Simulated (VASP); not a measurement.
# BaTiO3 (Cm) in VASP: a series of runs

The runs below take BaTiO3 through single point, with PBE.

Program: VASP 6.6.1. These are calculated values, not measurements. Logs are shortened: lines on timing, memory, paths and dates and some standing lists are left out, and cuts for length are marked.

## Step 1: The cell of the first run

It takes space group Cm (No. 8, monoclinic). Conventional cell: a = 5.573 Å, b = 5.741 Å, c = 4.019 Å, α = 90.00°, β = 92.45°, γ = 90.00°. Within 3.6 Å of Ba (site symmetry m) lie 12 O at 2.75 to 2.92 Å and 8 Ti at 3.33 to 3.55 Å. Ti (site symmetry m) has 6 O at 1.87 to 2.15 Å within 2.5 Å. Within 2.5 Å of O (site symmetry m) lie 2 Ti at 1.87 to 2.15 Å. O (site symmetry 1) has 2 Ti at 2.00 to 2.01 Å and 4 Ba at 2.75 to 2.92 Å and 8 O at 2.79 to 2.88 Å within 3.0 Å.

## Step 2: Single point, PBE (equal xy, yz and zx shear strains of -3 %)

The input, INCAR:

```
PREC = Accurate
ENCUT = 520
EDIFF = 1E-7
ISMEAR = -1
SIGMA = 0.08
LREAL = False
LASPH = True
NELM = 100
ALGO = Normal
ISIF = 2
LWAVE = False
LCHARG = False
GGA = PE
NBANDS = 28
```

The input, KPOINTS:

```
regular mesh
0
Gamma
  7 7 7
```

The input, POSCAR:

```
BaTiO3
1.0
    3.9998000000     -0.0599970000     -0.0599970000
   -0.0599970000      3.9998000000     -0.0599970000
   -0.0602700000     -0.0602700000      4.0180000000
Ba Ti O
1 1 3
Direct
    0.0000000000      0.0000000000      0.0000000000
    0.5000000000      0.5000000000      0.4820000000
    0.5000000000      0.5000000000      0.0160000000
    0.5000000000      0.0000000000      0.5150000000
    0.0000000000      0.5000000000      0.5150000000
```

Potentials or basis: VASP PAW PBE potentials, release 64 (Ba_sv, Ti_sv, O).

Command:

```sh
$ cat potpaw_PBE.64/Ba_sv/POTCAR potpaw_PBE.64/Ti_sv/POTCAR potpaw_PBE.64/O/POTCAR > POTCAR
$ mpirun -np 1 vasp_std > vasp.out
```

OUTCAR:

```text
PREC = Accurate
   ENCUT = 520
   EDIFF = 1E-7
   ISMEAR = -1
   LREAL = False
   LASPH = True
   NELM = 100
   ISIF = 2
   GGA = PE

 ion  position               nearest neighbor table
   1  0.000  0.000  0.000-   5 2.75   4 2.75   3 2.78   3 2.79   5 2.83   4 2.83   4 2.84   5 2.84
                             3 2.87   3 2.87   4 2.92   5 2.92   2 3.33   2 3.41   2 3.46   2 3.46
   2  0.500  0.500  0.482-   3 1.87   4 2.00   5 2.00   4 2.01   5 2.01   3 2.15   1 3.33   1 3.41
                             1 3.46   1 3.46   1 3.46   1 3.55   1 3.55   1 3.55
   3  0.500  0.500  0.016-   2 1.87   2 2.15   1 2.78   1 2.79   1 2.87   1 2.87
   4  0.500  0.000  0.515-   2 2.00   2 2.01   1 2.75   1 2.83   1 2.84   1 2.92
   5  0.000  0.500  0.515-   2 2.00   2 2.01   1 2.75   1 2.83   1 2.84   1 2.92

  LATTYP: Found a base centered monoclinic cell.
 ALAT       =     5.5730147961
 B/A-ratio  =     1.0302179678
 C/A-ratio  =     1.2076462749
 COS(beta)  =    -0.8025412022

  Lattice vectors:

 A1 = (  -3.9998000000,   0.0599970000,   0.0599970000)
 A2 = (   0.0599970000,  -3.9998000000,   0.0599970000)
 A3 = (   3.8795330000,   3.8795330000,   3.8980060000)

Analysis of symmetry for initial positions (statically):
=====================================================================
 Subroutine PRICEL returns:
 Original cell was already a primitive cell.

 Routine SETGRP: Setting up the symmetry group for a
 base centered monoclinic supercell.

 Subroutine GETGRP returns: Found  2 space group operations
 (whereof  2 operations were pure point group operations)
 out of a pool of  4 trial point group operations.

The static configuration has the point symmetry C_1h.

Analysis of symmetry for dynamics (positions and initial velocities):
=====================================================================
 Subroutine PRICEL returns:
 Original cell was already a primitive cell.

 Routine SETGRP: Setting up the symmetry group for a
 base centered monoclinic supercell.

 Subroutine GETGRP returns: Found  2 space group operations
 (whereof  2 operations were pure point group operations)
 out of a pool of  4 trial point group operations.

The dynamic configuration has the point symmetry C_1h.

 Subroutine INISYM returns: Found  2 space group operations
 (whereof  2 operations are pure point group operations),
 and found     1 'primitive' translations

----------------------------------------------------------------------------------------

                                     Primitive cell

  volume of cell :      64.2377

  direct lattice vectors                    reciprocal lattice vectors
     3.999800000 -0.059997000 -0.059997000     0.250126772  0.003809037  0.003809037
    -0.059997000  3.999800000 -0.059997000     0.003809037  0.250126772  0.003809037
    -0.060270000 -0.060270000  4.018000000     0.003791784  0.003791784  0.248993793

  length of vectors
     4.000699854  4.000699854  4.018903948     0.250184771  0.250184771  0.249051530

  position of ions in fractional coordinates (direct lattice)
     0.000000000  0.000000000  0.000000000
     0.500000000  0.500000000  0.482000000
     0.500000000  0.500000000  0.016000000
     0.500000000  0.000000000  0.515000000
     0.000000000  0.500000000  0.515000000

  ion indices of the primitive-cell ions
   primitive index   ion index
                 1           1
                 2           2
                 3           3
                 4           4
                 5           5

----------------------------------------------------------------------------------------

 KPOINTS: regular mesh

Automatic generation of k-mesh.
 Grid dimensions read from file:
 generate k-points for:    7    7    7

 Generating k-lattice:

  Cartesian coordinates                     Fractional coordinates (reciprocal lattice)
     0.035732396  0.000544148  0.000544148     0.142857143  0.000000000  0.000000000
     0.000544148  0.035732396  0.000544148     0.000000000  0.142857143  0.000000000
     0.000541683  0.000541683  0.035570542     0.000000000  0.000000000  0.142857143

  Length of vectors
     0.035740682  0.035740682  0.035578790

  Shift w.r.t. Gamma in fractional coordinates (k-lattice)
     0.000000000  0.000000000  0.000000000

 Subroutine IBZKPT returns following result:
 ===========================================

 Found    100 irreducible k-points:

 Following reciprocal coordinates:
            Coordinates               Weight
  0.000000  0.000000  0.000000      1.000000
  0.142857 -0.000000  0.000000      4.000000
  0.285714 -0.000000  0.000000      4.000000
  0.428571 -0.000000  0.000000      4.000000
  0.142857  0.142857  0.000000      2.000000
  0.285714  0.142857  0.000000      4.000000
[... 16 lines left out ...]
 -0.142857  0.000000  0.142857      4.000000
  0.142857  0.142857  0.142857      2.000000
 [... further k-points ...]
   k-points           NKPTS =    100   k-points in BZ     NKDIM =    100   number of bands    NBANDS=     28
   number of dos      NEDOS =    301   number of ions     NIONS =      5
   total plane-waves  NPLWV =  27000
   dimension x,y,z NGX =    30 NGY =   30 NGZ =   30
   dimension x,y,z NGXF=    60 NGYF=   60 NGZF=   60
   ions per type =               1   1   3
   NGX,Y,Z   is equivalent  to a cutoff of  12.47, 12.47, 12.41 a.u.
   NGXF,Y,Z  is equivalent  to a cutoff of  24.93, 24.93, 24.82 a.u.
 SYSTEM =  unknown system
   PREC   = accura    normal or accurate (medium, high low for compatibility)
   ISTART =      0    job   : 0-new  1-cont  2-samecut
   ICHARG =      2    charge: 1-file 2-atom 10-const
   ISPIN  =      1    spin polarized calculation?
   LNONCOLLINEAR =      F non collinear calculations
   LSORBIT =      F    spin-orbit coupling
   LASPH  =      T    aspherical Exc in radial PAW
   ENCUT  =  520.0 eV  38.22 Ry    6.18 a.u.   7.44  7.44  7.47*2*pi/ulx,y,z
   NELM   =    100;   NELMIN=  2; NELMDL= -5     # of ELM steps
   EDIFF  = 0.1E-06   stopping-criterion for ELM
   LREAL  =      F    real-space projection
   EDIFFG = 0.1E-05   stopping-criterion for IOM
   NSW    =      0    number of steps for IOM
   IBRION =     -1    ionic relax: 0-MD 1-quasi-New 2-CG
   NFREE  =      0    steps in history (QN), initial steepest desc. (CG)
   ISIF   =      2    stress and relaxation
   ISYM   =      2    0-nonsym 1-usesym 2-fastsym
   POTIM  = 0.5000    time-step for ionic-motion
   TEBEG  =    0.0;   TEEND  =   0.0 temperature during run
   PSTRESS=    0.0 pullay stress
   NELECT =      40.0000    total number of electrons
   NUPDOWN=      -1.0000    fix difference up-down
   EMIN   =  10.00;   EMAX   =-10.00  energy-range for DOS
   EFERMI =   0.00;   METHOD = LEGACY
   ISMEAR =    -1;   SIGMA  =   0.08  broadening in eV -4-tet -1-fermi 0-gaus
   EFERMI_NEDOS =   21; number of points for ismear=-14 and -15
   IALGO  =     38    algorithm
   IMIX   =      4    mixing-type and parameters
     AMIX     =   0.40;   BMIX     =  1.00
     AMIX_MAG =   1.60;   BMIX_MAG =  1.00
  volume/ion in A,a.u.               =      12.85        86.70
  Fermi-wavevector in a.u.,A,eV,Ry     =   1.397971  2.641782 26.590165  1.954322
  Thomas-Fermi vector in A             =   2.521175
   LORBIT       =      0    0 simple, 1 ext, 2 COOP (PROOUT), +10 PAW based schemes
   GGA     = PE    functional components
   LHFCALC =     F    Hartree Fock is set to
   AEXX    =    0.0000 exact exchange contribution
   IVDW    =     0    specifies the selected vdW correction
   LEPSILON=     F    determine dielectric tensor
   LRPA    =     F    only Hartree local field effects (RPA)
 non-spin polarized calculation
  energy-cutoff  :      520.00
  volume of cell :       64.24
 maximum number of plane-waves:      1750
 NGX is ok and might be reduce to    30
   NGX = 15   NGY = 15   NGZ = 15

 number of electron      39.9999966 magnetization

 Free energy of the ion-electron system (eV)
  ---------------------------------------------------
  ext. energy  EPLUGINS =         0.00000000
  ---------------------------------------------------
  free energy    TOTEN  =       -39.91261190 eV

  energy without entropy =      -39.91261042  energy(sigma->0) =      -39.91261116

 E-fermi :   4.7947     XC(G=0): -11.2438

 val. band max:        3.7986779543   @ k =   0.4286   0.4286   0.4286
 cond. band min:       5.6081646687   @ k =   0.0000   0.0000   0.0000
 fundamental gap:      1.8094867144
 Fermi energy:         4.7947207817

 k-point     1 :       0.0000    0.0000    0.0000
  band No.  band energies     occupation
      1     -52.7226      2.00000
      2     -28.9858      2.00000
      3     -28.9387      2.00000
      4     -28.9204      2.00000
      5     -21.0132      2.00000
      6     -13.0715      2.00000
[... 20 lines left out ...]
     27       8.9098      0.00000
     28      11.1072      0.00000

 k-point     2 :       0.1429   -0.0000    0.0000
  band No.  band energies     occupation
      1     -52.7224      2.00000
      2     -28.9865      2.00000
      3     -28.9435      2.00000
      4     -28.9240      2.00000
      5     -20.9911      2.00000
      6     -13.0909      2.00000
[... 20 lines left out ...]
     27       9.2889      0.00000
     28      11.5747      0.00000

 k-point     3 :       0.2857   -0.0000    0.0000
  band No.  band energies     occupation
      1     -52.7219      2.00000
      2     -28.9903      2.00000
      3     -28.9576      2.00000
      4     -28.9267      2.00000
      5     -20.9405      2.00000
      6     -13.1896      2.00000
[... 20 lines left out ...]
     27      10.2537      0.00000
     28      12.1537      0.00000

 k-point     4 :       0.4286   -0.0000    0.0000
  band No.  band energies     occupation
      1     -52.7216      2.00000
      2     -28.9977      2.00000
      3     -28.9663      2.00000
      4     -28.9269      2.00000
      5     -20.8990      2.00000
      6     -13.2996      2.00000
[... 20 lines left out ...]
     27      11.2147      0.00000
     28      12.0715      0.00000

 k-point     5 :       0.1429    0.1429    0.0000
  band No.  band energies     occupation
      1     -52.7222      2.00000
      2     -28.9873      2.00000
      3     -28.9460      2.00000
      4     -28.9299      2.00000
      5     -20.9691      2.00000
      6     -13.0955      2.00000
[... 20 lines left out ...]
     27       9.6439      0.00000
     28      11.7556      0.00000

 k-point     6 :       0.2857    0.1429    0.0000
  band No.  band energies     occupation
      1     -52.7217      2.00000
      2     -28.9910      2.00000
      3     -28.9573      2.00000
      4     -28.9352      2.00000
      5     -20.9215      2.00000
      6     -13.1473      2.00000
[... 463 lines left out ...]
      5     -20.8859      2.00000
      6     -13.2019      2.00000
[... 20 lines left out ...]
     27      11.5692      0.00000
     28      12.3913      0.00000

 k-point    22 :      -0.2857   -0.0000    0.1429
  band No.  band energies     occupation
      1     -52.7217      2.00000
      2     -28.9957      2.00000
      3     -28.9607      2.00000
      4     -28.9266      2.00000
      5     -20.9255      2.00000
      6     -13.1119      2.00000
[... 20 lines left out ...]
     27      10.5941      0.00000
     28      12.4271      0.00000

 k-point    23 :      -0.1429    0.0000    0.1429
  band No.  band energies     occupation
      1     -52.7222      2.00000
      2     -28.9938      2.00000
      3     -28.9453      2.00000
      4     -28.9237      2.00000
      5     -20.9724      2.00000
      6     -13.0600      2.00000
[... 20 lines left out ...]
     27       9.6420      0.00000
     28      11.8990      0.00000

 k-point    24 :       0.1429    0.1429    0.1429
  band No.  band energies     occupation
      1     -52.7220      2.00000
      2     -28.9947      2.00000
      3     -28.9478      2.00000
      4     -28.9296      2.00000
      5     -20.9484      2.00000
      6     -13.0591      2.00000
[... 20 lines left out ...]
     27       9.9768      0.00000
     28      11.6660      0.00000

 [... further k-points ...]

------------------------ aborting loop because EDIFF is reached ----------------------------------------

  FORCE on cell =-STRESS in cart. coord.  units (eV):
  Direction    XX          YY          ZZ          XY          YZ          ZX
  --------------------------------------------------------------------------------------
  -------------------------------------------------------------------------------------
  Total        1.6846435      1.6846435      2.3106134      1.5315781      1.4769028      1.4769027
  in kB       42.0173140     42.0173140     57.6298615     38.1996541     36.8359769     36.8359739
  external PRESSURE =      47.2214965 kB  Pullay stress =       0.0000000 kB

 VOLUME and BASIS-vectors are now :
 -----------------------------------------------------------------------------
  energy-cutoff  :      520.00
  volume of cell :       64.24
      direct lattice vectors                 reciprocal lattice vectors
     3.999800000 -0.059997000 -0.059997000     0.250126772  0.003809037  0.003809037
    -0.059997000  3.999800000 -0.059997000     0.003809037  0.250126772  0.003809037
    -0.060270000 -0.060270000  4.018000000     0.003791784  0.003791784  0.248993793

 POSITION                                       TOTAL-FORCE (eV/Angst)
 -----------------------------------------------------------------------------------
      0.00000      0.00000      0.00000        -0.002785     -0.002785     -0.066929
      1.94085      1.94085      1.87668         0.068255      0.068255      0.068393
      1.96894      1.96894      0.00429        -0.032525     -0.032525      0.313540
      1.96886     -0.06104      2.03927        -0.029683     -0.003262     -0.157502
     -0.06104      1.96886      2.03927        -0.003262     -0.029683     -0.157502
 -----------------------------------------------------------------------------------
    total drift:                                0.000111      0.000111     -0.000447

  FREE ENERGIE OF THE ION-ELECTRON SYSTEM (eV)
  ---------------------------------------------------
  free  energy   TOTEN  =       -39.9126119003 eV

  energy  without entropy=      -39.9126104215  energy(sigma->0) =      -39.91261116
```

Wall time 93 s (1 thread of Intel Xeon 6975P-C (Granite Rapids), shared host); peak memory 0.29 GiB.

Results:

```yaml
Free_energy: -39.9126 eV
Pressure: 4.7 GPa
Largest_force: 0.317 eV/Å
Band_gap_on_the_k_mesh: 1.81 eV (least direct gap 1.92 eV)
```

Forces on the atoms (eV/Å):
```
Ba  -0.003 -0.003 -0.067
Ti   0.068  0.068  0.068
O   -0.033 -0.033  0.314
O   -0.030 -0.003 -0.158
O   -0.003 -0.030 -0.158
```

Stress tensor (GPa, compression positive):
```
4.20 3.82 3.68
3.82 4.20 3.68
3.68 3.68 5.76
```

Caveat: the cell differs from its parent crystal (equal xy, yz and zx shear strains of -3 %); the cell stands under pressure; spin-orbit coupling is left out, which moves the levels of the heavy elements; an odd mesh through Γ misses points on the zone boundary, where band edges can lie.

## Step 3: Single point, PBE (equal xy, yz and zx shear strains of -1 %)

The input, INCAR:

```
PREC = Accurate ; ENCUT = 520
EDIFF = 1E-6 ; ISMEAR = -1
SIGMA = 0.08 ; LREAL = F
LASPH = T ; NELM = 100
ALGO = Normal ; ISIF = 2
LWAVE = F ; LCHARG = F
GGA = PE ; NBANDS = 28
```

The input, KPOINTS:

```
Automatic mesh
0
Gamma
  7 7 7
```

POSCAR, as its differences from that of step 2:

```diff
@@ -2,5 +2,5 @@
 1.0
-    3.9998000000     -0.0599970000     -0.0599970000
-   -0.0599970000      3.9998000000     -0.0599970000
-   -0.0602700000     -0.0602700000      4.0180000000
+    3.9998000000     -0.0199990000     -0.0199990000
+   -0.0199990000      3.9998000000     -0.0199990000
+   -0.0200900000     -0.0200900000      4.0180000000
 Ba Ti O
```

Potentials or basis: VASP PAW PBE potentials, release 64 (Ba_sv, Ti_sv, O).

Command:

```sh
$ cat potpaw_PBE.64/Ba_sv/POTCAR potpaw_PBE.64/Ti_sv/POTCAR potpaw_PBE.64/O/POTCAR > POTCAR
$ mpirun -np 1 vasp_std > vasp.out
```

It took 87 s on 1 thread of Intel Xeon 6975P-C (Granite Rapids), shared host; peak memory 0.3 GiB.

Results (log left out):

| Item | Value |
| --- | --- |
| Free energy | -39.9740 eV |
| Pressure | 4.5 GPa |
| Largest force | 0.306 eV/Å |
| Band gap on the k mesh | 1.86 eV (least direct gap 2.05 eV) |

Forces on the atoms (eV/Å):
```
Ba   0.000  0.000 -0.068
Ti   0.023  0.023  0.080
O   -0.012 -0.012  0.305
O   -0.010 -0.001 -0.158
O   -0.001 -0.010 -0.158
```

Stress tensor (GPa, compression positive):
```
3.95 1.26 1.22
1.26 3.95 1.22
1.22 1.22 5.53
```

Levels at points of the mesh, in eV from the valence-band top:
```tsv
k point	band 16	band 17	band 18	band 19	band 20	band 21	band 22	band 23	band 24	band 25
(0.00, 0.00, 0.00)	-1.19	-1.05	-0.28	-0.27	-0.19	1.86	2.15	2.18	4.07	4.22
```

Caveat: the cell differs from its parent crystal (equal xy, yz and zx shear strains of -1 %); the cell stands under pressure; spin-orbit coupling is left out, which moves the levels of the heavy elements; an odd mesh through Γ misses points on the zone boundary, where band edges can lie.

(Part 1 of 2 ends here.)
